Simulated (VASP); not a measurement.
Write the native input for VASP 6.6.1 that does the following.

```
Task                   : single point
Functional             : LDA
Potentials or basis    : VASP PAW LDA potentials, release 64 (Pd, Te)
Cutoff                 : 500 eV
k mesh                 : 5 × 5 × 5
Occupations            : gaussian, width 0.05 eV
Spin                   : no spin polarisation
Hubbard terms          : Pd d U = 5.0 eV, J = 0.9 eV
Dipole correction      : no
LDAUTYPE               : 1
Hund's J               : 0.9
Further INCAR settings : ALGO = Normal; EDIFF = 1e-06; NBANDS = 15
```

The structure of TePd lies in POSCAR:

```
TePd
1.0
    3.6310931200      0.0000000000      0.0000000000
    0.0000000000      3.6310931200      0.0000000000
    0.0000000000      0.0000000000      3.6310931200
Pd Te
1 1
Direct
    0.0000000000      0.0000000000      0.0000000000
    0.5000000000      0.5000000000      0.5000000000
```

One way to write it, as run:

INCAR

```
SYSTEM = TePd
PREC = Accurate
ENCUT = 500
EDIFF = 1E-6
ISMEAR = 0
SIGMA = 0.05
LREAL = .FALSE.
LASPH = .TRUE.
NELM = 200
ALGO = Normal
ISIF = 2
LWAVE = .FALSE.
LCHARG = .TRUE.
LMAXMIX = 4
LDAU = .TRUE.
LDAUTYPE = 1
LDAUL = 2 -1
LDAUU = 5 0
LDAUJ = 0.9 0
LDAUPRINT = 1
GGA = CA
LELF = .TRUE.
LVHAR = .TRUE.
NBANDS = 15
GGA_COMPAT = .FALSE.
```

KPOINTS

```
regular mesh
0
G
  5 5 5
  0 0 0
```

Potentials or basis: VASP PAW LDA potentials, release 64 (Pd, Te).

The run is started by

```bash
$ cat potpaw_LDA.64/Pd/POTCAR potpaw_LDA.64/Te/POTCAR > POTCAR
$ mpirun -np 1 vasp_std > vasp.out
```

It gave:

```
Pressure               : -17.6 GPa
Band gap on the k mesh : zero (band 8 reaches 8.29 eV, above the bottom of band 9 at 6.29 eV)
```

Caveat: spin-orbit coupling is left out, which moves the levels of the heavy elements; U without spin polarisation on a metal has little footing; the U is typed as a test and isn't derived for this compound.

Wall time 18 s on 1 thread of AMD EPYC 7R13 (shared host), peak memory 0.11 GiB.
